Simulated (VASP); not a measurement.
# NbC (I4/mmm) in VASP: a series of runs, part 2 of 2

VASP 6.6.1. The steps go on from the part before.

**3. Electric field gradients, PBEsol (equal xx and yy strain of -2 %)**

File INCAR:

```
PREC = Accurate
ENCUT = 520
EDIFF = 1E-8
ISMEAR = -1
SIGMA = 0.08
LREAL = False
LASPH = True
NELM = 120
ALGO = Normal
ISIF = 2
LWAVE = False
LCHARG = False
GGA = PS
LEFG = True
NBANDS = 16
GGA_COMPAT = False
```

File KPOINTS:

```
regular mesh
0
Gamma
  14 14 14
```

File POSCAR:

```
NbC
1.0
    0.0000000000      2.1560000000      2.2000000000
    2.1560000000      0.0000000000      2.2000000000
    2.1560000000      2.1560000000      0.0000000000
Nb C
1 1
Direct
    0.0000000000      0.0000000000      0.0000000000
    0.5000000000      0.5000000000      0.5000000000
```

Potentials or basis: VASP PAW PBE potentials, release 64 (Nb_sv, C).

Command:

```bash
> cat potpaw_PBE.64/Nb_sv/POTCAR potpaw_PBE.64/C/POTCAR > POTCAR
> mpirun -np 1 vasp_std > vasp.out
```

OUTCAR:

```text
PREC = Accurate
   ENCUT = 520
   EDIFF = 1E-8
   ISMEAR = -1
   LREAL = False
   LASPH = True
   NELM = 120
   ISIF = 2
   GGA = PS

 ion  position               nearest neighbor table
   1  0.000  0.000  0.000-   2 2.16   2 2.16   2 2.16   2 2.16   2 2.20   2 2.20
   2  0.500  0.500  0.500-   1 2.16   1 2.16   1 2.16   1 2.16   1 2.20   1 2.20

  LATTYP: Found a body centered tetragonal cell.
 ALAT       =     3.0490444405
 C/A-ratio  =     1.4430750636

  Lattice vectors:

 A1 = (  -2.1560000000,   0.0000000000,   2.2000000000)
 A2 = (   2.1560000000,   0.0000000000,   2.2000000000)
 A3 = (   0.0000000000,   2.1560000000,  -2.2000000000)

Analysis of symmetry for initial positions (statically):
=====================================================================
 Subroutine PRICEL returns:
 Original cell was already a primitive cell.

 Routine SETGRP: Setting up the symmetry group for a
 body centered tetragonal supercell.

 Subroutine GETGRP returns: Found 16 space group operations
 (whereof 16 operations were pure point group operations)
 out of a pool of 16 trial point group operations.

The static configuration has the point symmetry D_4h.

Analysis of symmetry for dynamics (positions and initial velocities):
=====================================================================
 Subroutine PRICEL returns:
 Original cell was already a primitive cell.

 Routine SETGRP: Setting up the symmetry group for a
 body centered tetragonal supercell.

 Subroutine GETGRP returns: Found 16 space group operations
 (whereof 16 operations were pure point group operations)
 out of a pool of 16 trial point group operations.

The dynamic configuration has the point symmetry D_4h.

 Subroutine INISYM returns: Found 16 space group operations
 (whereof 16 operations are pure point group operations),
 and found     1 'primitive' translations

----------------------------------------------------------------------------------------

                                     Primitive cell

  volume of cell :      20.4527

  direct lattice vectors                    reciprocal lattice vectors
     0.000000000  2.156000000  2.200000000    -0.231910946  0.231910946  0.227272727
     2.156000000  0.000000000  2.200000000     0.231910946 -0.231910946  0.227272727
     2.156000000  2.156000000  0.000000000     0.231910946  0.231910946 -0.227272727

  length of vectors
     3.080314270  3.080314270  3.049044440     0.399021637  0.399021637  0.399021637

  position of ions in fractional coordinates (direct lattice)
     0.000000000  0.000000000  0.000000000
     0.500000000  0.500000000  0.500000000

  ion indices of the primitive-cell ions
   primitive index   ion index
                 1           1
                 2           2

----------------------------------------------------------------------------------------

 KPOINTS: regular mesh

[... 72 lines left out ...]
   NFREE  =      0    steps in history (QN), initial steepest desc. (CG)
   ISIF   =      2    stress and relaxation
   ISYM   =      2    0-nonsym 1-usesym 2-fastsym
   POTIM  = 0.5000    time-step for ionic-motion
   TEBEG  =    0.0;   TEEND  =   0.0 temperature during run
   PSTRESS=    0.0 pullay stress
   NELECT =      17.0000    total number of electrons
   NUPDOWN=      -1.0000    fix difference up-down
   EMIN   =  10.00;   EMAX   =-10.00  energy-range for DOS
   EFERMI =   0.00;   METHOD = LEGACY
   ISMEAR =    -1;   SIGMA  =   0.08  broadening in eV -4-tet -1-fermi 0-gaus
   EFERMI_NEDOS =   21; number of points for ismear=-14 and -15
   IALGO  =     38    algorithm
   IMIX   =      4    mixing-type and parameters
     AMIX     =   0.40;   BMIX     =  1.00
     AMIX_MAG =   1.60;   BMIX_MAG =  1.00
  volume/ion in A,a.u.               =      10.23        69.01
  Fermi-wavevector in a.u.,A,eV,Ry     =   1.539245  2.908751 32.235944  2.369275
  Thomas-Fermi vector in A             =   2.645500
   LORBIT       =      0    0 simple, 1 ext, 2 COOP (PROOUT), +10 PAW based schemes
   GGA     = PS    functional components
   LHFCALC =     F    Hartree Fock is set to
   AEXX    =    0.0000 exact exchange contribution
   IVDW    =     0    specifies the selected vdW correction
   LEPSILON=     F    determine dielectric tensor
   LRPA    =     F    only Hartree local field effects (RPA)
 non-spin polarized calculation
  energy-cutoff  :      520.00
  volume of cell :       20.45
 maximum number of plane-waves:       563
   NGX = 11   NGY = 11   NGZ = 11

 number of electron      17.0000000 magnetization

 Free energy of the ion-electron system (eV)
  ---------------------------------------------------
  ext. energy  EPLUGINS =         0.00000000
  ---------------------------------------------------
  free energy    TOTEN  =       -21.72667865 eV

  energy without entropy =      -21.71357813  energy(sigma->0) =      -21.72012839

 E-fermi :  13.8238     XC(G=0): -13.6909

 val. band max:       13.8176520282   @ k =  -0.3571   0.5000   0.1429
 cond. band min:      13.8438318952   @ k =   0.5000   0.0000   0.2143
 fundamental gap:      0.0261798671
 Fermi energy:        13.8238272863

 k-point     1 :       0.0000    0.0000    0.0000
  band No.  band energies     occupation
      1     -41.7002      2.00000
      2     -17.3574      2.00000
      3     -17.3547      2.00000
      4     -17.3547      2.00000
      5      -0.0936      2.00000
      6      12.1316      2.00000
[... 433 lines left out ...]
      3     -17.4865      2.00000
      4     -17.4818      2.00000
      5       1.5345      2.00000
      6       8.1519      2.00000
[... 8 lines left out ...]
     15      27.4426      0.00000
     16      30.9679      0.00000

 [... further k-points ...]

------------------------ aborting loop because EDIFF is reached ----------------------------------------

  FORCE on cell =-STRESS in cart. coord.  units (eV):
  Direction    XX          YY          ZZ          XY          YZ          ZX
  --------------------------------------------------------------------------------------
  -------------------------------------------------------------------------------------
  Total        4.2024956      4.2024956      2.1697610      0.0000000     -0.0000000      0.0000000
  in kB      329.2059387    329.2059387    169.9700049      0.0000000     -0.0000000      0.0000000
  external PRESSURE =     276.1272941 kB  Pullay stress =       0.0000000 kB

 VOLUME and BASIS-vectors are now :
 -----------------------------------------------------------------------------
  energy-cutoff  :      520.00
  volume of cell :       20.45
      direct lattice vectors                 reciprocal lattice vectors
     0.000000000  2.156000000  2.200000000    -0.231910946  0.231910946  0.227272727
     2.156000000  0.000000000  2.200000000     0.231910946 -0.231910946  0.227272727
     2.156000000  2.156000000  0.000000000     0.231910946  0.231910946 -0.227272727

 POSITION                                       TOTAL-FORCE (eV/Angst)
 -----------------------------------------------------------------------------------
      0.00000      0.00000      0.00000         0.000000     -0.000000     -0.000000
      2.15600      2.15600      2.20000        -0.000000      0.000000      0.000000
 -----------------------------------------------------------------------------------
    total drift:                                0.000000     -0.000000     -0.000000

  FREE ENERGIE OF THE ION-ELECTRON SYSTEM (eV)
  ---------------------------------------------------
  free  energy   TOTEN  =       -21.7266786451 eV

  energy  without entropy=      -21.7135781324  energy(sigma->0) =      -21.72012839

 Electric field gradients (V/A^2)
---------------------------------------------------------------------
 ion       V_xx      V_yy      V_zz      V_xy      V_xz      V_yz
---------------------------------------------------------------------
   1     -20.561   -20.561    41.122     0.000     0.000     0.000
   2      -1.695    -1.695     3.391     0.000     0.000     0.000
---------------------------------------------------------------------

 Electric field gradients after diagonalization (V/A^2)
 (convention: |V_zz| > |V_xx| > |V_yy|)
----------------------------------------------------------------------
 ion       V_xx      V_yy      V_zz     asymmetry (V_yy - V_xx)/ V_zz
----------------------------------------------------------------------
   1     -20.561   -20.560    41.122       0.000
   2      -1.695    -1.695     3.391       0.000
----------------------------------------------------------------------

           NMR quadrupolar parameters

 Cq : quadrupolar parameter    Cq=e*Q*V_zz/h
 eta: asymmetry parameters     (V_yy - V_xx)/ V_zz
 Q  : nuclear electric quadrupole moment in mb (millibarn)
----------------------------------------------------------------------
 ion       Cq(MHz)       eta       Q (mb)
----------------------------------------------------------------------
   1       0.099       0.000       1.000
   2       0.008       0.000       1.000
----------------------------------------------------------------------
```

Wall time 1.9 min (1 thread of Intel Xeon 8259CL, shared host); peak memory 0.2 GiB.

Results:

```yaml
Free_energy: -21.7267 eV
Pressure: 27.6 GPa
Band_gap_on_the_k_mesh: zero (an odd number of electrons rules out a gap without spin polarisation)
Largest_electric_field_gradient_by_atom: Nb +41.1; C +3.4 V/Å²
```

Electric field gradients, principal values (V/Å²):
```csv
atom,least,middle,greatest (by size)
1 Nb,-20.560,-20.561,41.122
2 C,-1.695,-1.695,3.391
```

Caveat: the cell differs from its parent crystal (equal xx and yy strain of -2 %); the stress differs along the axes, from 17 to 33 GPa; without QUAD_EFG the Cq values of the log hold for a quadrupole moment of 1 mb, not for the nuclei; the PAW data sets were made with another functional, which shifts forces and pressure a little; an odd number of electrons without spin polarisation forces a metal; a magnetic or distorted state may lie lower.

**4. Electric field gradients, PBEsol (equal xx and yy strain of +1 %)**

File INCAR:

```
SYSTEM = NbC
PREC = Accurate
ENCUT = 520
EDIFF = 1E-8
ISMEAR = -1
SIGMA = 0.08
LREAL = .False.
LASPH = .True.
NELM = 120
ALGO = Normal
ISIF = 2
LWAVE = .False.
LCHARG = .False.
GGA = PS
LEFG = .True.
NBANDS = 16
GGA_COMPAT = .False.
```

File KPOINTS:

```
regular mesh
0
Gamma
  14 14 14
  0 0 0
```

File POSCAR:

```
NbC
1.0
    0.0000000000      2.2220000000      2.2000000000
    2.2220000000      0.0000000000      2.2000000000
    2.2220000000      2.2220000000      0.0000000000
Nb C
1 1
Direct
    0.0000000000      0.0000000000      0.0000000000
    0.5000000000      0.5000000000      0.5000000000
```

Potentials or basis: VASP PAW PBE potentials, release 64 (Nb_sv, C).

Command:

```bash
> cat potpaw_PBE.64/Nb_sv/POTCAR potpaw_PBE.64/C/POTCAR > POTCAR
> mpirun -np 1 vasp_std > vasp.out
```

OUTCAR:

```text
SYSTEM = NbC
   PREC = Accurate
   ENCUT = 520
   EDIFF = 1E-8
   ISMEAR = -1
   LREAL = .False.
   LASPH = .True.
   NELM = 120
   ISIF = 2
   GGA = PS

 ion  position               nearest neighbor table
   1  0.000  0.000  0.000-   2 2.20   2 2.20   2 2.22   2 2.22   2 2.22   2 2.22
   2  0.500  0.500  0.500-   1 2.20   1 2.20   1 2.22   1 2.22   1 2.22   1 2.22

  LATTYP: Found a body centered tetragonal cell.
 ALAT       =     3.1423825356
 C/A-ratio  =     1.4002114479

  Lattice vectors:

 A1 = (   0.0000000000,  -2.2220000000,  -2.2000000000)
 A2 = (   0.0000000000,   2.2220000000,  -2.2000000000)
 A3 = (   2.2220000000,   0.0000000000,   2.2000000000)

Analysis of symmetry for initial positions (statically):
=====================================================================
 Subroutine PRICEL returns:
 Original cell was already a primitive cell.

 Routine SETGRP: Setting up the symmetry group for a
[... 644 lines left out ...]
  energy-cutoff  :      520.00
  volume of cell :       21.72
      direct lattice vectors                 reciprocal lattice vectors
     0.000000000  2.222000000  2.200000000    -0.225022502  0.225022502  0.227272727
     2.222000000  0.000000000  2.200000000     0.225022502 -0.225022502  0.227272727
     2.222000000  2.222000000  0.000000000     0.225022502  0.225022502 -0.227272727

 POSITION                                       TOTAL-FORCE (eV/Angst)
 -----------------------------------------------------------------------------------
      0.00000      0.00000      0.00000         0.000000      0.000000      0.000000
      2.22200      2.22200      2.20000        -0.000000     -0.000000      0.000000
 -----------------------------------------------------------------------------------
    total drift:                                0.000000     -0.000000     -0.000000

  FREE ENERGIE OF THE ION-ELECTRON SYSTEM (eV)
  ---------------------------------------------------
  free  energy   TOTEN  =       -21.8592021965 eV

  energy  without entropy=      -21.8450560425  energy(sigma->0) =      -21.85212912

 Electric field gradients (V/A^2)
---------------------------------------------------------------------
 ion       V_xx      V_yy      V_zz      V_xy      V_xz      V_yz
---------------------------------------------------------------------
   1       9.577     9.577   -19.155     0.000     0.000     0.000
   2       0.836     0.836    -1.671     0.000     0.000     0.000
---------------------------------------------------------------------

 Electric field gradients after diagonalization (V/A^2)
 (convention: |V_zz| > |V_xx| > |V_yy|)
----------------------------------------------------------------------
 ion       V_xx      V_yy      V_zz     asymmetry (V_yy - V_xx)/ V_zz
----------------------------------------------------------------------
   1       9.578     9.577   -19.155       0.000
   2       0.836     0.835    -1.671       0.000
----------------------------------------------------------------------

           NMR quadrupolar parameters

 Cq : quadrupolar parameter    Cq=e*Q*V_zz/h
 eta: asymmetry parameters     (V_yy - V_xx)/ V_zz
 Q  : nuclear electric quadrupole moment in mb (millibarn)
----------------------------------------------------------------------
 ion       Cq(MHz)       eta       Q (mb)
----------------------------------------------------------------------
   1      -0.046       0.000       1.000
   2      -0.004       0.000       1.000
----------------------------------------------------------------------
```

Wall time 1.9 min (1 thread of Intel Xeon 8259CL, shared host); peak memory 0.2 GiB.

Results:

```
Free energy                             : -21.8592 eV
Pressure                                : 4.3 GPa
Band gap on the k mesh                  : zero (an odd number of electrons rules out a gap without spin polarisation)
Largest electric field gradient by atom : Nb -19.2; C -1.7 V/Å²
```

Electric field gradients, principal values (V/Å²):
| atom | least | middle | greatest (by size) |
| --- | --- | --- | --- |
| 1 Nb | 9.577 | 9.578 | -19.155 |
| 2 C | 0.835 | 0.836 | -1.671 |

Caveat: the cell differs from its parent crystal (equal xx and yy strain of +1 %); the stress differs along the axes, from 2 to 9 GPa; without QUAD_EFG the Cq values of the log hold for a quadrupole moment of 1 mb, not for the nuclei; the PAW data sets were made with another functional, which shifts forces and pressure a little; an odd number of electrons without spin polarisation forces a metal; a magnetic or distorted state may lie lower.

The gap in the log of VASP goes by the Fermi energy; the results here count the filled bands.